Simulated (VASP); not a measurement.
Runs of VASP 6.6.1 on TiN (Osbornite). The structure is that of space group Fm-3m (No. 225), or close to it. The cells are those of the table. 

```csv
task,cell,cutoff (eV),gap on the mesh (eV),pressure (GPa)
single point,"a = 2.996 Å, angles 60.0°, 2 atoms",520,none,2.4
single point,"a = 2.989 Å, angles 60.0°, 2 atoms",520,none,4.4
relaxation of cell and atoms,"relaxed to 2 GPa from a = 2.997 Å, angles 60.0°, 2 atoms",600,none,2.0
relaxation of cell and atoms,"relaxed to 8 GPa from a = 2.997 Å, angles 60.0°, 2 atoms",600,none,8.0
single point,"a = 2.982 Å, angles 60.0°, 2 atoms",520,none,(a)
```

Alike in all rows: level PBE; potentials or basis VASP PAW PBE potentials, release 64 (Ti_sv, N); no spin polarisation; k mesh 12 × 12 × 12; smearing methfessel-paxton 0.05 eV.

Q: Fill in the values left out.

A: (a) 6.5.

Caveats: the cell is relaxed towards a set pressure, so the enthalpy falls and the energy may rise (some runs); the relaxation stopped at its first step, so nothing moved (some runs).

A gap of «none» marks levels without a gap at the run's occupations.
